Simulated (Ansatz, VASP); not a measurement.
One calculation of Ca, two programs

```
Ca
1.0
     0.00000    2.60952    2.60952
     2.60952    0.00000    2.60952
     2.60952    2.60952    0.00000
Ca
1
Direct
  0.00000 0.00000 0.00000
```

Alike in both runs: task single point; functional r2SCAN; k mesh 11 × 11 × 11; no spin polarisation.

|  | VASP | Ansatz |
| --- | --- | --- |
| version | VASP 6.6.1 | Ansatz 0.2.0 |
| potentials or method | VASP PAW PBE potentials, release 64 (Ca_sv), cutoff 520 eV | PAW plane waves |
| occupations | fermi-dirac, width 0.1 eV | fermi-dirac |
| valence electrons in the cell | 10 | 10 |

```csv
,VASP,Ansatz,Ansatz less VASP
pressure (GPa),4.8,4.7,-0.09
```

VASP's potentials were made for PBE, not for r2SCAN.
